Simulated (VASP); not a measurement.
# SrO in VASP: notebook, part 2 of 2

VASP 6.6.1.

### Step 4. Electric field gradients, PBE (equal xy, yz and zx shear strains of -2 %)

Contents of INCAR:

```
SYSTEM = SrO
ALGO = Normal ; EDIFF = 1E-8
ENCUT = 520 ; GGA = PE
ISIF = 2 ; ISMEAR = -1
LASPH = .TRUE. ; LCHARG = .FALSE.
LEFG = .TRUE. ; LREAL = .FALSE.
LWAVE = .FALSE. ; NBANDS = 15
NELM = 80 ; PREC = Accurate
SIGMA = 0.02
```

Contents of KPOINTS:

```
k-points
0
G
  8 8 8
  0 0 0
```

Contents of POSCAR:

```
SrO
1.0
   -0.0513960000      2.5441020000      2.5441020000
    2.5441020000     -0.0513960000      2.5441020000
    2.5441020000      2.5441020000     -0.0513960000
Sr O
1 1
Direct
    0.0000000000      0.0000000000      0.0000000000
    0.5000000000      0.5000000000      0.5000000000
```

Potentials or basis: VASP PAW PBE potentials, release 64 (Sr_sv, O).

The run is started by

```
cat potpaw_PBE.64/Sr_sv/POTCAR potpaw_PBE.64/O/POTCAR > POTCAR
mpirun -np 1 vasp_std > vasp.out
```

OUTCAR:

```text
SYSTEM = SrO
   EDIFF = 1E-8
   ENCUT = 520
   GGA = PE
   ISIF = 2
   ISMEAR = -1
   LASPH = .TRUE.
   LREAL = .FALSE.
   NELM = 80
   PREC = Accurate

 ion  position               nearest neighbor table
   1  0.000  0.000  0.000-   2 2.57   2 2.57   2 2.57   2 2.57   2 2.57   2 2.57
   2  0.500  0.500  0.500-   1 2.57   1 2.57   1 2.57   1 2.57   1 2.57   1 2.57

  LATTYP: Found a trigonal (rhomboedric) cell.
 ALAT       =     3.5982706293
 COS(alpha) =     0.4797000918

  Lattice vectors:

 A1 = (  -0.0513960000,   2.5441020000,   2.5441020000)
 A2 = (   2.5441020000,  -0.0513960000,   2.5441020000)
 A3 = (   2.5441020000,   2.5441020000,  -0.0513960000)

Analysis of symmetry for initial positions (statically):
=====================================================================
 Subroutine PRICEL returns:
 Original cell was already a primitive cell.

 Routine SETGRP: Setting up the symmetry group for a
 trigonal (rhombohedral) supercell.

 Subroutine GETGRP returns: Found 12 space group operations
 (whereof 12 operations were pure point group operations)
 out of a pool of 12 trial point group operations.

The static configuration has the point symmetry D_3d.

Analysis of symmetry for dynamics (positions and initial velocities):
=====================================================================
 Subroutine PRICEL returns:
 Original cell was already a primitive cell.

 Routine SETGRP: Setting up the symmetry group for a
 trigonal (rhombohedral) supercell.

 Subroutine GETGRP returns: Found 12 space group operations
 (whereof 12 operations were pure point group operations)
 out of a pool of 12 trial point group operations.

The dynamic configuration has the point symmetry D_3d.

 Subroutine INISYM returns: Found 12 space group operations
 (whereof 12 operations are pure point group operations),
 and found     1 'primitive' translations

----------------------------------------------------------------------------------------

                                     Primitive cell

  volume of cell :      33.9310

  direct lattice vectors                    reciprocal lattice vectors
    -0.051396000  2.544102000  2.544102000    -0.190675531  0.194606985  0.194606985
     2.544102000 -0.051396000  2.544102000     0.194606985 -0.190675531  0.194606985
     2.544102000  2.544102000 -0.051396000     0.194606985  0.194606985 -0.190675531

  length of vectors
     3.598270629  3.598270629  3.598270629     0.334814748  0.334814748  0.334814748

  position of ions in fractional coordinates (direct lattice)
     0.000000000  0.000000000  0.000000000
     0.500000000  0.500000000  0.500000000

  ion indices of the primitive-cell ions
   primitive index   ion index
                 1           1
                 2           2

----------------------------------------------------------------------------------------

 KPOINTS: k-points

Automatic generation of k-mesh.
 Grid dimensions read from file:
[... 77 lines left out ...]
   NUPDOWN=      -1.0000    fix difference up-down
   EMIN   =  10.00;   EMAX   =-10.00  energy-range for DOS
   EFERMI =   0.00;   METHOD = LEGACY
   ISMEAR =    -1;   SIGMA  =   0.02  broadening in eV -4-tet -1-fermi 0-gaus
   EFERMI_NEDOS =   21; number of points for ismear=-14 and -15
   IALGO  =     38    algorithm
   IMIX   =      4    mixing-type and parameters
     AMIX     =   0.40;   BMIX     =  1.00
     AMIX_MAG =   1.60;   BMIX_MAG =  1.00
  volume/ion in A,a.u.               =      16.97       114.49
  Fermi-wavevector in a.u.,A,eV,Ry     =   1.274234  2.407953 22.091407  1.623673
  Thomas-Fermi vector in A             =   2.407013
   LORBIT       =      0    0 simple, 1 ext, 2 COOP (PROOUT), +10 PAW based schemes
   GGA     = PE    functional components
   LHFCALC =     F    Hartree Fock is set to
   AEXX    =    0.0000 exact exchange contribution
   IVDW    =     0    specifies the selected vdW correction
   LEPSILON=     F    determine dielectric tensor
   LRPA    =     F    only Hartree local field effects (RPA)
 non-spin polarized calculation
  energy-cutoff  :      520.00
  volume of cell :       33.93
 maximum number of plane-waves:       922
   NGX = 13   NGY = 13   NGZ = 13

 number of electron      15.9999998 magnetization

 Free energy of the ion-electron system (eV)
  ---------------------------------------------------
  ext. energy  EPLUGINS =         0.00000000
  ---------------------------------------------------
  free energy    TOTEN  =       -12.03343556 eV

  energy without entropy =      -12.03343556  energy(sigma->0) =      -12.03343556

 E-fermi :   2.0846     XC(G=0): -10.0351

 val. band max:        1.7174626361   @ k =   0.0000   0.0000   0.0000
 cond. band min:       4.9339810191   @ k =   0.5000   0.5000  -0.0000
 fundamental gap:      3.2165183831
 Fermi energy:         2.0846153538

 k-point     1 :       0.0000    0.0000    0.0000
  band No.  band energies     occupation
      1     -30.7175      2.00000
      2     -13.4184      2.00000
      3     -12.3572      2.00000
      4     -12.3572      2.00000
      5     -12.3422      2.00000
      6       1.6555      2.00000
      7       1.6555      2.00000
      8       1.7175      2.00000
      9       5.6605      0.00000
     10       7.7520      0.00000
     11       7.7520      0.00000
     12       8.1516      0.00000
     13      10.0666      0.00000
     14      10.0666      0.00000
[... 401 lines left out ...]
      2     -14.5191      2.00000
      3     -12.5463      2.00000
      4     -12.3803      2.00000
      5     -11.4721      2.00000
      6       0.0828      2.00000
      7       0.7055      2.00000
      8       1.2664      2.00000
      9       7.5079      0.00000
     10       8.4211      0.00000
     11       9.0736      0.00000
     12      10.2351      0.00000
     13      11.9711      0.00000
     14      12.3014      0.00000
     15      17.9174      0.00000

 [... further k-points ...]
[... 5 lines left out ...]
  --------------------------------------------------------------------------------------
  -------------------------------------------------------------------------------------
  Total        0.7408081      0.7408081      0.7408081      0.2164629      0.2164629      0.2164629
  in kB       34.9799766     34.9799766     34.9799766     10.2210895     10.2210895     10.2210895
  external PRESSURE =      34.9799766 kB  Pullay stress =       0.0000000 kB

 VOLUME and BASIS-vectors are now :
 -----------------------------------------------------------------------------
  energy-cutoff  :      520.00
  volume of cell :       33.93
      direct lattice vectors                 reciprocal lattice vectors
    -0.051396000  2.544102000  2.544102000    -0.190675531  0.194606985  0.194606985
     2.544102000 -0.051396000  2.544102000     0.194606985 -0.190675531  0.194606985
     2.544102000  2.544102000 -0.051396000     0.194606985  0.194606985 -0.190675531

 POSITION                                       TOTAL-FORCE (eV/Angst)
 -----------------------------------------------------------------------------------
      0.00000      0.00000      0.00000         0.000000     -0.000000      0.000000
      2.51840      2.51840      2.51840        -0.000000      0.000000     -0.000000
 -----------------------------------------------------------------------------------
    total drift:                                0.000000      0.000000      0.000000

  FREE ENERGIE OF THE ION-ELECTRON SYSTEM (eV)
  ---------------------------------------------------
  free  energy   TOTEN  =       -12.0334355560 eV

  energy  without entropy=      -12.0334355560  energy(sigma->0) =      -12.03343556

 Electric field gradients (V/A^2)
---------------------------------------------------------------------
 ion       V_xx      V_yy      V_zz      V_xy      V_xz      V_yz
---------------------------------------------------------------------
   1       0.000     0.000    -0.000     7.461     7.461     7.461
   2       0.000    -0.000    -0.000    -0.910    -0.910    -0.910
---------------------------------------------------------------------

 Electric field gradients after diagonalization (V/A^2)
 (convention: |V_zz| > |V_xx| > |V_yy|)
----------------------------------------------------------------------
 ion       V_xx      V_yy      V_zz     asymmetry (V_yy - V_xx)/ V_zz
----------------------------------------------------------------------
   1      -7.461    -7.461    14.923       0.000
   2       0.910     0.910    -1.820       0.000
----------------------------------------------------------------------

           NMR quadrupolar parameters

 Cq : quadrupolar parameter    Cq=e*Q*V_zz/h
 eta: asymmetry parameters     (V_yy - V_xx)/ V_zz
 Q  : nuclear electric quadrupole moment in mb (millibarn)
----------------------------------------------------------------------
 ion       Cq(MHz)       eta       Q (mb)
----------------------------------------------------------------------
   1       0.036       0.000       1.000
   2      -0.004       0.000       1.000
----------------------------------------------------------------------
```

It took 19 s on 1 thread of Intel Xeon 6975P-C (Granite Rapids), shared host; peak memory 0.18 GiB.

Results:

| Quantity | Value |
| --- | --- |
| Free energy | -12.0334 eV |
| Pressure | 3.5 GPa |
| Band gap on the k mesh | 3.22 eV, indirect (least direct gap 3.32 eV) |

Stress tensor (GPa, compression positive):
```
3.50 1.02 1.02
1.02 3.50 1.02
1.02 1.02 3.50
```

Electric field gradients, principal values (V/Å²):
```csv
atom,least,middle,greatest (by size)
1 Sr,-7.461,-7.461,14.923
2 O,0.910,0.910,-1.820
```

Caveat: the cell differs from its parent crystal (equal xy, yz and zx shear strains of -2 %); without QUAD_EFG the Cq values of the log hold for a quadrupole moment of 1 mb, not for the nuclei.

### Step 5. Electric field gradients, PBE (equal xy, yz and zx shear strains of -2 %)

Contents of INCAR:

```
ALGO = Normal
EDIFF = 1E-8
ENCUT = 520
GGA = PE
ISIF = 2
ISMEAR = -1
LASPH = True
LCHARG = False
LEFG = True
LREAL = False
LWAVE = False
NBANDS = 15
NELM = 60
PREC = Accurate
SIGMA = 0.02
```

Contents of KPOINTS:

```
k-points
0
Gamma
  8 8 8
```

POSCAR is that of step 4.

Potentials or basis: VASP PAW PBE potentials, release 64 (Sr_sv, O).

The run is started by

```
cat potpaw_PBE.64/Sr_sv/POTCAR potpaw_PBE.64/O/POTCAR > POTCAR
mpirun -np 1 vasp_std > vasp.out
```

OUTCAR:

```text
EDIFF = 1E-8
   ENCUT = 520
   GGA = PE
   ISIF = 2
   ISMEAR = -1
   LASPH = True
   LREAL = False
   NELM = 60
   PREC = Accurate

 ion  position               nearest neighbor table
   1  0.000  0.000  0.000-   2 2.57   2 2.57   2 2.57   2 2.57   2 2.57   2 2.57
   2  0.500  0.500  0.500-   1 2.57   1 2.57   1 2.57   1 2.57   1 2.57   1 2.57

  LATTYP: Found a trigonal (rhomboedric) cell.
 ALAT       =     3.5982706293
 COS(alpha) =     0.4797000918

  Lattice vectors:

 A1 = (  -0.0513960000,   2.5441020000,   2.5441020000)
 A2 = (   2.5441020000,  -0.0513960000,   2.5441020000)
 A3 = (   2.5441020000,   2.5441020000,  -0.0513960000)

Analysis of symmetry for initial positions (statically):
=====================================================================
 Subroutine PRICEL returns:
 Original cell was already a primitive cell.

 Routine SETGRP: Setting up the symmetry group for a
 trigonal (rhombohedral) supercell.

 Subroutine GETGRP returns: Found 12 space group operations
 (whereof 12 operations were pure point group operations)
[... 620 lines left out ...]
     2.544102000 -0.051396000  2.544102000     0.194606985 -0.190675531  0.194606985
     2.544102000  2.544102000 -0.051396000     0.194606985  0.194606985 -0.190675531

 POSITION                                       TOTAL-FORCE (eV/Angst)
 -----------------------------------------------------------------------------------
      0.00000      0.00000      0.00000         0.000000     -0.000000      0.000000
      2.51840      2.51840      2.51840        -0.000000      0.000000     -0.000000
 -----------------------------------------------------------------------------------
    total drift:                                0.000000      0.000000      0.000000

  FREE ENERGIE OF THE ION-ELECTRON SYSTEM (eV)
  ---------------------------------------------------
  free  energy   TOTEN  =       -12.0334355560 eV

  energy  without entropy=      -12.0334355560  energy(sigma->0) =      -12.03343556

 Electric field gradients (V/A^2)
---------------------------------------------------------------------
 ion       V_xx      V_yy      V_zz      V_xy      V_xz      V_yz
---------------------------------------------------------------------
   1       0.000     0.000    -0.000     7.461     7.461     7.461
   2       0.000    -0.000    -0.000    -0.910    -0.910    -0.910
---------------------------------------------------------------------

 Electric field gradients after diagonalization (V/A^2)
 (convention: |V_zz| > |V_xx| > |V_yy|)
----------------------------------------------------------------------
 ion       V_xx      V_yy      V_zz     asymmetry (V_yy - V_xx)/ V_zz
----------------------------------------------------------------------
   1      -7.461    -7.461    14.923       0.000
   2       0.910     0.910    -1.820       0.000
----------------------------------------------------------------------

           NMR quadrupolar parameters

 Cq : quadrupolar parameter    Cq=e*Q*V_zz/h
 eta: asymmetry parameters     (V_yy - V_xx)/ V_zz
 Q  : nuclear electric quadrupole moment in mb (millibarn)
----------------------------------------------------------------------
 ion       Cq(MHz)       eta       Q (mb)
----------------------------------------------------------------------
   1       0.036       0.000       1.000
   2      -0.004       0.000       1.000
----------------------------------------------------------------------
```

OSZICAR:

```text
N       E                     dE             d eps       ncg     rms          rms(c)
DAV:   1     0.660808078986E+02    0.66081E+02   -0.84727E+03  1950   0.105E+03
DAV:   2    -0.110734860719E+02   -0.77154E+02   -0.70777E+02  2694   0.216E+02
DAV:   3    -0.141789062250E+02   -0.31054E+01   -0.30924E+01  2503   0.393E+01
DAV:   4    -0.142353500146E+02   -0.56444E-01   -0.56439E-01  2482   0.524E+00
DAV:   5    -0.142368113870E+02   -0.14614E-02   -0.14614E-02  2520   0.649E-01    0.165E+01
DAV:   6    -0.121810026531E+02    0.20558E+01   -0.66515E+00  1992   0.195E+01    0.194E+01
DAV:   7    -0.120422654832E+02    0.13874E+00   -0.29363E-01  2328   0.483E+00    0.113E+01
DAV:   8    -0.120313994021E+02    0.10866E-01   -0.11782E-01  2566   0.342E+00    0.448E-01
DAV:   9    -0.120328160076E+02   -0.14166E-02   -0.57358E-03  2471   0.481E-01    0.232E-01
DAV:  10    -0.120332762833E+02   -0.46028E-03   -0.44265E-04  2146   0.197E-01    0.845E-02
DAV:  11    -0.120334176113E+02   -0.14133E-03   -0.13917E-04  2160   0.874E-02    0.271E-02
DAV:  12    -0.120334356178E+02   -0.18007E-04   -0.26796E-05  2097   0.381E-02    0.212E-02
DAV:  13    -0.120334356702E+02   -0.52406E-07   -0.13931E-06  2237   0.104E-02    0.324E-03
DAV:  14    -0.120334355592E+02    0.11106E-06   -0.13011E-07  2615   0.272E-03    0.228E-03
DAV:  15    -0.120334355560E+02    0.31255E-08   -0.65721E-09  1822   0.776E-04
   1 F= -.12033436E+02 E0= -.12033436E+02  d E =-.199539E-10
```

Run time: 20 s. Hardware: 1 thread of Intel Xeon 6975P-C (Granite Rapids), shared host; peak memory 0.17 GiB.

Results:

```
Free energy            : -12.0334 eV
Pressure               : 3.5 GPa
Band gap on the k mesh : 3.22 eV, indirect (least direct gap 3.32 eV)
```

Levels at points of the mesh, in eV from the valence-band top:
| k point | band 5 | band 6 | band 7 | band 8 | band 9 | band 10 | band 11 | band 12 |
| --- | --- | --- | --- | --- | --- | --- | --- | --- |
| (0.00, 0.00, 0.00) | -14.06 | -0.06 | -0.06 | 0.00 | 3.94 | 6.03 | 6.03 | 6.43 |
| (0.50, 0.00, 0.00) | -12.86 | -2.22 | -1.22 | -1.09 | 6.47 | 8.41 | 8.57 | 8.98 |
| (0.50, 0.50, 0.00) | -14.41 | -0.48 | -0.15 | -0.10 | 3.22 | 7.76 | 10.12 | 10.36 |
| (0.50, 0.50, 0.50) | -12.95 | -2.22 | -1.27 | -1.27 | 6.58 | 8.48 | 8.95 | 8.95 |

Electric field gradients, principal values (V/Å²):
```csv
atom,least,middle,greatest (by size)
1 Sr,-7.461,-7.461,14.923
2 O,0.910,0.910,-1.820
```

Caveat: the cell differs from its parent crystal (equal xy, yz and zx shear strains of -2 %); without QUAD_EFG the Cq values of the log hold for a quadrupole moment of 1 mb, not for the nuclei.

### Step 6. Overview

```tsv
cell	gap on the mesh (eV)	pressure (GPa)
a = 3.671, b = 3.671, c = 3.707 Å, angles 59.7, 59.7, 60.7°, 2 atoms	3.19	-0.1
a = 3.671 Å, angles 58.7°, 2 atoms	3.23	3.5
a = 3.598 Å, angles 61.3°, 2 atoms	3.22	3.5
```

Alike in all rows: task electric field gradients; level PBE; potentials or basis VASP PAW PBE potentials, release 64 (Sr_sv, O); no spin polarisation; k mesh 8 × 8 × 8; cutoff (eV) 520; smearing fermi-dirac 0.02 eV.

Total energies depend on the potentials used, so only differences within one code and one set of settings carry meaning.
